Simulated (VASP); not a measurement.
Here is a VASP 6.6.1 calculation.

Contents of INCAR:

```
SYSTEM = TiB2
PREC = Accurate ; ENCUT = 1230
EDIFF = 1E-6 ; ISMEAR = -1
SIGMA = 0.05 ; LREAL = .FALSE.
LASPH = .TRUE. ; NELM = 200
ALGO = Normal ; ISIF = 2
LWAVE = .FALSE. ; LCHARG = .TRUE.
LMAXMIX = 4 ; LDAU = .TRUE.
LDAUTYPE = 2 ; LDAUL = 2 -1
LDAUU = 8 0 ; LDAUJ = 0 0
LDAUPRINT = 1 ; LELF = .TRUE.
LVHAR = .TRUE. ; NBANDS = 16
GGA_COMPAT = .FALSE.
```

Contents of KPOINTS:

```
Automatic mesh
0
G
  10 10 8
  0 0 0
```

The input POSCAR:

```
TiB2
1.0
    3.0292000000      0.0000000000      0.0000000000
   -1.5146000000      2.6233641531      0.0000000000
    0.0000000000      0.0000000000      3.2284000000
Ti B
1 2
Direct
    0.0000000000      0.0000000000      0.0000000000
    0.6666666667      0.3333333333      0.5000000000
    0.3333333333      0.6666666667      0.5000000000
```

Potentials or basis: VASP PAW LDA potentials, release 64 (Ti_sv, B_h).

The run is started by

```sh
$ cat potpaw_LDA.64/Ti_sv/POTCAR potpaw_LDA.64/B_h/POTCAR > POTCAR
$ mpirun -np 1 vasp_std > vasp.out
```

Question: Predict the band gap on the k mesh.

Answer: Zero (bands 9 and 10 overlap by 0.63 eV).

Question: Estimate the pressure.

Answer: 5.8 GPa.

Stress tensor (GPa, compression positive):
```
 3.49  0.00  0.00
 0.00  3.49  0.00
 0.00  0.00 10.49
```

Caveat: the stress differs along the axes, from 3 to 10 GPa; U without spin polarisation on a metal has little footing; the U is typed as a test and isn't derived for this compound.
